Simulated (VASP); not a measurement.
# WS2 (R3m) in VASP: further runs

The runs below take WS2 through single point, with PBEsol+D3(BJ).

Program: VASP 6.6.1. These are calculated values, not measurements. Logs are shortened: lines on timing, memory, paths and dates and some standing lists are left out, and cuts for length are marked.

### Step 1. The cell of the first run

The structure is trigonal, space group R3m (No. 160). Conventional cell: a = 3.158 Å, b = 3.158 Å, c = 18.490 Å, α = 90.00°, β = 90.00°, γ = 120.00°. Within 2.9 Å of W (site symmetry 3m) lie 6 S at 2.23 to 2.39 Å. S (site symmetry 3m) has 3 W at 2.39 Å and 7 S at 2.83 to 3.16 Å within 3.2 Å. S (site symmetry 3m) has 3 W at 2.23 Å and 1 S at 2.83 Å within 2.9 Å.

### Step 2. Single point, PBEsol+D3(BJ) (atom 3 (S) moved by (+0.000, +0.300) A along [1 1 0] and z)

INCAR

```
ALGO = Normal
EDIFF = 1E-6
ENCUT = 520
GGA = PS
ISIF = 2
ISMEAR = 0
IVDW = 12
LASPH = T
LCHARG = F
LREAL = F
LWAVE = F
NBANDS = 20
NELM = 60
PREC = Accurate
SIGMA = 0.05
```

KPOINTS

```
k-points
0
Gamma
  12 12 12
```

POSCAR

```
WS2
1.0
    1.5790003843      0.9116362969      6.1633300000
   -1.5790003843      0.9116362969      6.1633300000
    0.0000000000     -1.8232725938      6.1633300000
W S
1 2
Direct
    0.0000000000      0.0000000000      0.0000000000
    0.7503000000      0.7503000000      0.7503000000
    0.5972249953      0.5972249953      0.5972249953
```

Potentials or basis: VASP PAW PBE potentials, release 64 (W_sv, S).

Started as:

```
$ cat potpaw_PBE.64/W_sv/POTCAR potpaw_PBE.64/S/POTCAR > POTCAR
$ mpirun -np 1 vasp_std > vasp.out
```

OUTCAR:

```text
EDIFF = 1E-6
   ENCUT = 520
   GGA = PS
   ISIF = 2
   ISMEAR = 0
   IVDW = 12
   LASPH = T
   LREAL = F
   NELM = 60
   PREC = Accurate
 IVDW          = 12

 ion  position               nearest neighbor table
   1  0.000  0.000  0.000-   3 2.23   3 2.23   3 2.23   2 2.39   2 2.39   2 2.39
   2  0.750  0.750  0.750-   1 2.39   1 2.39   1 2.39
   3  0.597  0.597  0.597-   1 2.23   1 2.23   1 2.23

  LATTYP: Found a trigonal (rhomboedric) cell.
 ALAT       =     6.4273602389
 COS(alpha) =     0.8792939096

  Lattice vectors:

 A1 = (   1.5790003843,   0.9116362969,   6.1633300000)
 A2 = (  -1.5790003843,   0.9116362969,   6.1633300000)
 A3 = (   0.0000000000,  -1.8232725938,   6.1633300000)

Analysis of symmetry for initial positions (statically):
=====================================================================
 Subroutine PRICEL returns:
 Original cell was already a primitive cell.

 Routine SETGRP: Setting up the symmetry group for a
 trigonal (rhombohedral) supercell.

 Subroutine GETGRP returns: Found  6 space group operations
 (whereof  6 operations were pure point group operations)
 out of a pool of 12 trial point group operations.

The static configuration has the point symmetry C_3v.

Analysis of symmetry for dynamics (positions and initial velocities):
=====================================================================
 Subroutine PRICEL returns:
 Original cell was already a primitive cell.

 Routine SETGRP: Setting up the symmetry group for a
 trigonal (rhombohedral) supercell.

 Subroutine GETGRP returns: Found  6 space group operations
 (whereof  6 operations were pure point group operations)
 out of a pool of 12 trial point group operations.

The dynamic configuration has the point symmetry C_3v.

 Subroutine INISYM returns: Found  6 space group operations
 (whereof  6 operations are pure point group operations),
 and found     1 'primitive' translations

----------------------------------------------------------------------------------------

                                     Primitive cell

  volume of cell :      53.2317

  direct lattice vectors                    reciprocal lattice vectors
     1.579000384  0.911636297  6.163330000     0.316656034  0.182821447  0.054083318
    -1.579000384  0.911636297  6.163330000    -0.316656034  0.182821447  0.054083318
     0.000000000 -1.823272594  6.163330000     0.000000000 -0.365642893  0.054083318

  length of vectors
     6.427360239  6.427360239  6.427360239     0.369621064  0.369621064  0.369621064

  position of ions in fractional coordinates (direct lattice)
     0.000000000  0.000000000  0.000000000
     0.750300000  0.750300000  0.750300000
     0.597224995  0.597224995  0.597224995

  ion indices of the primitive-cell ions
   primitive index   ion index
                 1           1
                 2           2
                 3           3

----------------------------------------------------------------------------------------

 KPOINTS: k-points

Automatic generation of k-mesh.
 Grid dimensions read from file:
 generate k-points for:   12   12   12

 Generating k-lattice:

  Cartesian coordinates                     Fractional coordinates (reciprocal lattice)
     0.026388003  0.015235121  0.004506943     0.083333333  0.000000000  0.000000000
    -0.026388003  0.015235121  0.004506943     0.000000000  0.083333333  0.000000000
     0.000000000 -0.030470241  0.004506943     0.000000000  0.000000000  0.083333333

  Length of vectors
     0.030801755  0.030801755  0.030801755

  Shift w.r.t. Gamma in fractional coordinates (k-lattice)
     0.000000000  0.000000000  0.000000000

 Subroutine IBZKPT returns following result:
 ===========================================

 Found    189 irreducible k-points:

 Following reciprocal coordinates:
            Coordinates               Weight
  0.000000  0.000000  0.000000      1.000000
  0.083333  0.000000  0.000000      6.000000
  0.166667  0.000000  0.000000      6.000000
  0.250000  0.000000  0.000000      6.000000
  0.333333  0.000000  0.000000      6.000000
  0.416667  0.000000  0.000000      6.000000
[... 16 lines left out ...]
  0.500000  0.166667  0.000000     12.000000
 -0.416667  0.166667  0.000000     12.000000
 [... further k-points ...]
   k-points           NKPTS =    189   k-points in BZ     NKDIM =    189   number of bands    NBANDS=     20
   number of dos      NEDOS =    301   number of ions     NIONS =      3
   total plane-waves  NPLWV = 110592
   dimension x,y,z NGX =    48 NGY =   48 NGZ =   48
   dimension x,y,z NGXF=    96 NGYF=   96 NGZF=   96
   ions per type =               1   2
   NGX,Y,Z   is equivalent  to a cutoff of  12.42, 12.42, 12.42 a.u.
   NGXF,Y,Z  is equivalent  to a cutoff of  24.83, 24.83, 24.83 a.u.
 SYSTEM =  unknown system
   PREC   = accura    normal or accurate (medium, high low for compatibility)
   ISTART =      0    job   : 0-new  1-cont  2-samecut
   ICHARG =      2    charge: 1-file 2-atom 10-const
   ISPIN  =      1    spin polarized calculation?
   LNONCOLLINEAR =      F non collinear calculations
   LSORBIT =      F    spin-orbit coupling
   LASPH  =      T    aspherical Exc in radial PAW
   ENCUT  =  520.0 eV  38.22 Ry    6.18 a.u.  11.95 11.95 11.95*2*pi/ulx,y,z
   NELM   =     60;   NELMIN=  2; NELMDL= -5     # of ELM steps
   EDIFF  = 0.1E-05   stopping-criterion for ELM
   LREAL  =      F    real-space projection
   EDIFFG = 0.1E-04   stopping-criterion for IOM
   NSW    =      0    number of steps for IOM
   IBRION =     -1    ionic relax: 0-MD 1-quasi-New 2-CG
   NFREE  =      0    steps in history (QN), initial steepest desc. (CG)
   ISIF   =      2    stress and relaxation
   ISYM   =      2    0-nonsym 1-usesym 2-fastsym
   POTIM  = 0.5000    time-step for ionic-motion
   TEBEG  =    0.0;   TEEND  =   0.0 temperature during run
   PSTRESS=    0.0 pullay stress
   NELECT =      26.0000    total number of electrons
   NUPDOWN=      -1.0000    fix difference up-down
   EMIN   =  10.00;   EMAX   =-10.00  energy-range for DOS
   EFERMI =   0.00;   METHOD = LEGACY
   ISMEAR =     0;   SIGMA  =   0.05  broadening in eV -4-tet -1-fermi 0-gaus
   EFERMI_NEDOS =   21; number of points for ismear=-14 and -15
   IALGO  =     38    algorithm
   IMIX   =      4    mixing-type and parameters
     AMIX     =   0.40;   BMIX     =  1.00
     AMIX_MAG =   1.60;   BMIX_MAG =  1.00
  volume/ion in A,a.u.               =      17.74       119.74
  Fermi-wavevector in a.u.,A,eV,Ry     =   1.289266  2.436359 22.615688  1.662206
  Thomas-Fermi vector in A             =   2.421169
   LORBIT       =      0    0 simple, 1 ext, 2 COOP (PROOUT), +10 PAW based schemes
   GGA     = PS    functional components
   LHFCALC =     F    Hartree Fock is set to
   AEXX    =    0.0000 exact exchange contribution
   IVDW    =    12    specifies the selected vdW correction
   LEPSILON=     F    determine dielectric tensor
   LRPA    =     F    only Hartree local field effects (RPA)
 non-spin polarized calculation
 Gauss-broadening in eV      SIGMA  =   0.05
  energy-cutoff  :      520.00
  volume of cell :       53.23
 maximum number of plane-waves:      1450
   NGX = 23   NGY = 23   NGZ = 23

 number of electron      26.0000000 magnetization

 Free energy of the ion-electron system (eV)
  ---------------------------------------------------
  ext. energy  EPLUGINS =         0.00000000
  ---------------------------------------------------
  free energy    TOTEN  =       -24.39612829 eV

  energy without entropy =      -24.39565126  energy(sigma->0) =      -24.39588977

 E-fermi :   7.7771     XC(G=0): -10.9080

 val. band max:        7.7766926951   @ k =   0.2500   0.2500   0.2500
 cond. band min:       7.7951679598   @ k =  -0.1667   0.5000   0.1667
 fundamental gap:      0.0184752647
 Fermi energy:         7.7770976252

 k-point     1 :       0.0000    0.0000    0.0000
  band No.  band energies     occupation
      1     -67.1161      2.00000
      2     -31.4710      2.00000
      3     -31.3473      2.00000
      4     -31.3473      2.00000
      5      -8.9402      2.00000
      6      -6.3047      2.00000
[... 12 lines left out ...]
     19      14.9304      0.00000
     20      15.4380      0.00000

 k-point     2 :       0.0833    0.0000    0.0000
  band No.  band energies     occupation
      1     -67.1147      2.00000
      2     -31.4660      2.00000
      3     -31.3758      2.00000
      4     -31.3537      2.00000
      5      -8.8121      2.00000
      6      -6.2829      2.00000
[... 12 lines left out ...]
     19      15.1336      0.00000
     20      15.9089      0.00000

 k-point     3 :       0.1667    0.0000    0.0000
  band No.  band energies     occupation
      1     -67.1109      2.00000
      2     -31.4604      2.00000
      3     -31.4446      2.00000
      4     -31.3714      2.00000
      5      -8.4504      2.00000
      6      -6.2206      2.00000
[... 12 lines left out ...]
     19      15.2961      0.00000
     20      16.4348      0.00000

 k-point     4 :       0.2500    0.0000    0.0000
  band No.  band energies     occupation
      1     -67.1058      2.00000
      2     -31.5588      2.00000
      3     -31.4309      2.00000
      4     -31.3954      2.00000
      5      -7.9236      2.00000
      6      -6.1277      2.00000
[... 12 lines left out ...]
     19      15.4170      0.00000
     20      15.9946      0.00000

 k-point     5 :       0.3333    0.0000    0.0000
  band No.  band energies     occupation
      1     -67.1006      2.00000
      2     -31.6610      2.00000
      3     -31.4193      2.00000
      4     -31.4115      2.00000
      5      -7.3495      2.00000
      6      -6.0185      2.00000
[... 12 lines left out ...]
     19      14.8868      0.00000
     20      15.2942      0.00000

 k-point     6 :       0.4167    0.0000    0.0000
  band No.  band energies     occupation
      1     -67.0969      2.00000
      2     -31.7347      2.00000
      3     -31.4367      2.00000
      4     -31.3971      2.00000
      5      -6.8958      2.00000
      6      -5.9144      2.00000
[... 12 lines left out ...]
     19      14.5939      0.00000
     20      14.9576      0.00000

 k-point     7 :       0.5000    0.0000    0.0000
  band No.  band energies     occupation
      1     -67.0955      2.00000
      2     -31.7615      2.00000
      3     -31.4431      2.00000
      4     -31.3918      2.00000
      5      -6.7251      2.00000
      6      -5.8643      2.00000
[... 12 lines left out ...]
     19      14.6238      0.00000
     20      14.8318      0.00000
[... 277 lines left out ...]
 k-point    20 :       0.2500    0.1667   -0.0000
  band No.  band energies     occupation
      1     -67.1077      2.00000
      2     -31.5162      2.00000
      3     -31.4378      2.00000
      4     -31.3918      2.00000
      5      -8.1097      2.00000
      6      -6.1861      2.00000
[... 12 lines left out ...]
     19      15.6670      0.00000
     20      15.9802      0.00000

 k-point    21 :       0.3333    0.1667    0.0000
  band No.  band energies     occupation
      1     -67.1032      2.00000
      2     -31.5909      2.00000
      3     -31.4273      2.00000
      4     -31.4211      2.00000
      5      -7.6288      2.00000
      6      -6.0932      2.00000
[... 12 lines left out ...]
     19      15.4775      0.00000
     20      16.1421      0.00000

 k-point    22 :       0.4167    0.1667    0.0000
  band No.  band energies     occupation
      1     -67.0988      2.00000
      2     -31.6613      2.00000
      3     -31.4663      2.00000
      4     -31.4042      2.00000
      5      -7.1127      2.00000
      6      -5.9709      2.00000
[... 12 lines left out ...]
     19      15.0830      0.00000
     20      16.0398      0.00000

 k-point    23 :       0.5000    0.1667    0.0000
  band No.  band energies     occupation
      1     -67.0955      2.00000
      2     -31.7109      2.00000
      3     -31.4962      2.00000
      4     -31.3917      2.00000
      5      -6.7179      2.00000
      6      -5.8450      2.00000
[... 12 lines left out ...]
     19      15.0534      0.00000
     20      16.1642      0.00000

 k-point    24 :      -0.4167    0.1667    0.0000
  band No.  band energies     occupation
      1     -67.0943      2.00000
      2     -31.7288      2.00000
      3     -31.5073      2.00000
      4     -31.3872      2.00000
      5      -6.5768      2.00000
      6      -5.7804      2.00000
[... 12 lines left out ...]
     19      15.3372      0.00000
     20      16.1892      0.00000

 [... further k-points ...]

------------------------ aborting loop because EDIFF is reached ----------------------------------------

 Edisp (eV)   -1.14794

 E8    (eV) :    -0.7432

  FORCE on cell =-STRESS in cart. coord.  units (eV):
  Direction    XX          YY          ZZ          XY          YZ          ZX
  --------------------------------------------------------------------------------------
  -------------------------------------------------------------------------------------
  Total       3.89579     3.89579     8.95321     0.00000     0.00000     0.00000
  in kB     117.25604   117.25604   269.47515     0.00000     0.00000     0.00000
  external pressure =      168.00 kB  Pullay stress =        0.00 kB

 VOLUME and BASIS-vectors are now :
 -----------------------------------------------------------------------------
  energy-cutoff  :      520.00
  volume of cell :       53.23
      direct lattice vectors                 reciprocal lattice vectors
     1.579000384  0.911636297  6.163330000     0.316656034  0.182821447  0.054083318
    -1.579000384  0.911636297  6.163330000    -0.316656034  0.182821447  0.054083318
     0.000000000 -1.823272594  6.163330000     0.000000000 -0.365642893  0.054083318

 POSITION                                       TOTAL-FORCE (eV/Angst)
 -----------------------------------------------------------------------------------
      0.00000      0.00000      0.00000         0.000000      0.000000      5.496584
      0.00000      0.00000     13.87304         0.000000     -0.000000      1.161425
      0.00000      0.00000     11.04268         0.000000     -0.000000     -6.658009
 -----------------------------------------------------------------------------------
    total drift:                                0.000000      0.000000      0.000029

  FREE ENERGIE OF THE ION-ELECTRON SYSTEM (eV)
  ---------------------------------------------------
  free  energy   TOTEN  =       -25.5440723313 eV

  energy  without entropy=      -25.5435952971  energy(sigma->0) =      -25.54383381
```

Wall time 6.3 min (1 thread of Intel Xeon Platinum 8259CL at 2.50GHz (Skylake/Cascade Lake), shared host); peak memory 0.44 GiB.

What came out:

| Item | Value |
| --- | --- |
| Free energy | -25.5441 eV |
| Pressure | 16.8 GPa |
| Largest force | 6.658 eV/Å |
| Band gap on the k mesh | zero (bands 13 and 14 overlap by 0.25 eV) |
| Dispersion energy per atom | -0.383 eV |

Forces in eV/Å, atoms in the order of the input:
```
W    0.000  0.000  5.497
S    0.000  0.000  1.161
S    0.000  0.000 -6.658
```

Stress tensor (GPa, compression positive):
```
11.73  0.00  0.00
 0.00 11.73  0.00
 0.00  0.00 26.95
```

Levels at points of the mesh, in eV from the Fermi level:
```csv
k point,band 11,band 12,band 13,band 14,band 15,band 16
"(0.00, 0.00, 0.00)",-3.24,-2.25,-0.46,1.59,1.59,2.92
"(0.50, 0.00, 0.00)",-2.76,-2.72,-1.94,1.56,2.01,3.05
"(0.50, 0.50, 0.00)",-3.16,-2.81,-1.93,1.52,2.05,2.91
"(0.50, 0.50, 0.50)",-3.22,-3.22,0.27,1.56,1.56,2.91
```

Caveat: the cell differs from its parent crystal (atom 3 (S) moved by (+0.000, +0.300) A along [1 1 0] and z); the stress differs along the axes, from 12 to 27 GPa; the PAW data sets were made with another functional, which shifts forces and pressure a little; spin-orbit coupling is left out, which moves the levels of the heavy elements.

### Step 3. Single point, PBEsol+D3(BJ) (atom 3 (S) moved by (+0.000, -0.300) A along [1 1 0] and z)

INCAR

```
  ALGO = Normal
  EDIFF = 1E-7
  ENCUT = 520
  GGA = PS
  ISIF = 2
  ISMEAR = 0
  IVDW = 12
  LASPH = T
  LCHARG = T
  LELF = T
  LREAL = F
  LVHAR = T
  LWAVE = F
  NBANDS = 20
  NELM = 100
  PREC = Accurate
  SIGMA = 0.05
```

KPOINTS is that of step 2.

POSCAR, as its differences from that of step 2:

```diff
@@ -10,2 +10,2 @@
     0.7503000000      0.7503000000      0.7503000000
-    0.5972249953      0.5972249953      0.5972249953
+    0.5647750047      0.5647750047      0.5647750047
```

Potentials or basis: VASP PAW PBE potentials, release 64 (W_sv, S).

Started as:

```
$ cat potpaw_PBE.64/W_sv/POTCAR potpaw_PBE.64/S/POTCAR > POTCAR
$ mpirun -np 1 vasp_std > vasp.out
```

Wall time 7.1 min (1 thread of Intel Xeon Platinum 8259CL at 2.50GHz (Skylake/Cascade Lake), shared host); peak memory 0.44 GiB.

It converged, with:

| Item | Value |
| --- | --- |
| Free energy | -25.6958 eV |
| Pressure | -15.2 GPa |
| Largest force | 3.933 eV/Å |
| Band gap on the k mesh | 0.50 eV (least direct gap 1.62 eV) |
| Dispersion energy per atom | -0.386 eV |

Forces on the atoms (eV/Å):
```
W    0.000  0.000 -3.678
S    0.000  0.000 -0.255
S    0.000  0.000  3.933
```

Stress tensor (GPa, compression positive):
```
-10.12   0.00   0.00
  0.00 -10.12   0.00
  0.00   0.00 -25.29
```

Levels at points of the mesh, in eV from the valence-band top:
| k point | band 9 | band 10 | band 11 | band 12 | band 13 | band 14 | band 15 | band 16 | band 17 | band 18 |
| --- | --- | --- | --- | --- | --- | --- | --- | --- | --- | --- |
| (0.00, 0.00, 0.00) | -2.96 | -2.09 | -1.18 | -1.18 | -0.59 | 1.87 | 1.87 | 2.84 | 2.84 | 4.67 |
| (0.50, 0.00, 0.00) | -4.79 | -3.56 | -2.50 | -1.61 | -0.93 | 2.44 | 2.57 | 3.21 | 3.34 | 4.53 |
| (0.50, 0.50, 0.00) | -4.43 | -3.44 | -3.36 | -1.29 | -1.26 | 2.20 | 2.53 | 3.42 | 4.04 | 5.34 |
| (0.50, 0.50, 0.50) | -2.97 | -2.97 | -1.15 | -1.15 | 0.00 | 1.90 | 1.90 | 2.77 | 2.77 | 5.20 |

Caveat: the cell differs from its parent crystal (atom 3 (S) moved by (+0.000, -0.300) A along [1 1 0] and z); the stress differs along the axes, from -25 to -10 GPa; the PAW data sets were made with another functional, which shifts forces and pressure a little; spin-orbit coupling is left out, which moves the levels of the heavy elements. A k mesh can miss the band edges.
